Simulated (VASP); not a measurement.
Al9H, 10 atoms in the cell. The cell holds a slab with vacuum, 10 atoms: a = 2.854 Å, b = 2.854 Å, c = 34.261 Å, α = 90.00°, β = 90.00°, γ = 120.00°. 

| Quantity | Value |
| --- | --- |
| Program | VASP 6.6.1 |
| Task | single point |
| Functional | PBE |
| Potentials or basis | VASP PAW PBE potentials, release 64 (Al, H) |
| Cutoff | 520 eV |
| k mesh | 9 × 9 × 1 |
| Occupations | gaussian, width 0.1 eV |
| Spin | no spin polarisation |
| Dipole correction | yes |
| Further INCAR settings | ALGO = Normal; EDIFF = 1e-06; NBANDS = 25 |

Potentials or basis: VASP PAW PBE potentials, release 64 (Al, H).

Command:

```sh
$ cat potpaw_PBE.64/Al/POTCAR potpaw_PBE.64/H/POTCAR > POTCAR
$ mpirun -np 1 vasp_std > vasp.out
```

Hardware: 1 thread of AMD EPYC 7R43 64-Core Processor (Zen 3), on a shared host.

Estimate the wall time of this run.

Run time: 14 min on 1 thread of AMD EPYC 7R43 64-Core Processor (Zen 3) (shared host), peak memory 0.42 GiB. Counts: scf iterations 28, k points 41.
